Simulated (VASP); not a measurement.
Crystal: KI.

```
K I
1.0
     0.00000    3.96589    3.96589
     3.96589    0.00000    3.96589
     3.96589    3.96589    0.00000
K I
1 1
Direct
  0.00000 0.00000 0.00000
  0.25000 0.25000 0.25000
```

Base run:

- Program: VASP 6.6.1
- Functional: PBE
- Potentials or basis: VASP PAW PBE potentials, release 64 (K_sv, I)
- Cutoff: 520 eV
- k mesh: 4 × 4 × 4
- Occupations: gaussian, width 0.01 eV
- Spin: no spin polarisation

Its results: band gap on the k mesh 3.93 eV, direct; pressure 0.2 GPa.

**Question.** After a change of settings the same cell gave: band gap on the k mesh 4.88 eV, direct; pressure 0.1 GPa. Which change was it?
A. functional from PBE to HSE06; further incar settings from ALGO = Normal; EDIFF = 1e-06; NBANDS = 15 to ALGO = Normal; EDIFF = 1e-07; NBANDS = 15
B. functional from PBE to LDA; potentials or basis from VASP PAW PBE potentials, release 64 (K_sv, I) to VASP PAW LDA potentials, release 64 (K_sv, I)
C. functional from PBE to r2SCAN

**Answer.** A.

Caveats: spin-orbit coupling is left out, which moves the levels of the heavy elements; the PAW data sets were made with another functional, which shifts forces and pressure a little (some runs).
